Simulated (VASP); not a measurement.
Write the native input for VASP 6.6.1 that does the following.

| Item | Value |
| --- | --- |
| Task | single point |
| Functional | PBE |
| Potentials or basis | VASP PAW PBE potentials, release 64 (Ni, Ge_d) |
| Cutoff | 520 eV |
| k mesh | 6 × 10 × 6 |
| Occupations | gaussian, width 0.15 eV |
| Spin | no spin polarisation |
| Dipole correction | no |
| Further INCAR settings | ALGO = Fast; EDIFF = 1e-06; NBANDS = 58 |

The structure of NiGe lies in POSCAR:

```
NiGe
1.0
    5.3966575032      0.0000000000      0.0000000000
    0.0000000000      3.4808800879      0.0000000000
    0.0000000000      0.0000000000      5.8460821537
Ni Ge
4 4
Direct
    0.9942832178      0.7500000000      0.1901826721
    0.0057167822      0.2500000000      0.8098173279
    0.5057167822      0.2500000000      0.6901826721
    0.4942832178      0.7500000000      0.3098173279
    0.8103269002      0.7500000000      0.5874320993
    0.1896730998      0.2500000000      0.4125679007
    0.6896730998      0.2500000000      0.0874320993
    0.3103269002      0.7500000000      0.9125679007
```

One way to write it, as run:

INCAR

```
ALGO = Fast
EDIFF = 1E-6
ENCUT = 520
GGA = PE
ISIF = 2
ISMEAR = 0
LASPH = T
LCHARG = T
LELF = T
LREAL = F
LVHAR = T
LWAVE = F
NBANDS = 58
NELM = 60
PREC = Accurate
SIGMA = 0.15
```

KPOINTS

```
k-points
0
Gamma
  6 10 6
```

Potentials or basis: VASP PAW PBE potentials, release 64 (Ni, Ge_d).

Command:

```bash
$ cat potpaw_PBE.64/Ni/POTCAR potpaw_PBE.64/Ge_d/POTCAR > POTCAR
$ mpirun -np 1 vasp_std > vasp.out
```

It gave:

| Item | Value |
| --- | --- |
| Pressure | 0.2 GPa |
| Largest force | 0.012 eV/Å |
| Band gap on the k mesh | zero (bands 48 and 49 overlap by 1.51 eV) |

It took 20 min on 1 thread of Oxide Virtual Turin-like Processor, on a shared host, peak memory 0.51 GiB.
